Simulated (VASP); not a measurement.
The system is MnO2.

```
Mn O
1.0
     2.81797    0.00000    0.00000
    -1.40899    2.44043    0.00000
     0.00000    0.00000    4.53919
Mn O
1 2
Cartesian
  0.0000 0.0000 2.2696
  0.0000 1.6270 3.2060
  1.4090 0.8135 1.3332
```

Base run:

```yaml
Program: VASP 6.6.1
Functional: PBE
Potentials_or_basis: VASP PAW PBE potentials, release 64 (Mn_pv, O)
Cutoff: 520 eV
k_mesh: 11 × 11 × 6
Occupations: fermi-dirac, width 0.05 eV
Spin: collinear spin, ferromagnetic start
Starting_moments: "[4.0, 0.0, 0.0] μB"
```

Its results: band gap on the k mesh 0.66 eV (least direct gap 0.70 eV); pressure 15.3 GPa; net moment 3.00 μB per cell; site moments Mn +2.80; O +0.06 μB; largest force 0.949 eV/Å.

Q: The run is repeated on the same cell with these changes: functional from PBE to r2SCAN. What comes out?

A: Band gap on the k mesh 1.74 eV (least direct gap 1.81 eV); pressure 9.6 GPa; net moment 3.00 μB per cell; site moments Mn +2.89; O +0.03 μB; largest force 0.654 eV/Å.

Caveats: a cell with one magnetic atom can't hold antiferromagnetic order, which such compounds often take; the stress differs along the axes, from 12 to 17 GPa (at least some runs); semilocal functionals underestimate gaps, and a narrow one can read as zero (at least some runs); the cell stands under pressure (at least some runs); the PAW data sets were made with another functional, which shifts forces and pressure a little (at least some runs).

A k mesh can miss the band edges.
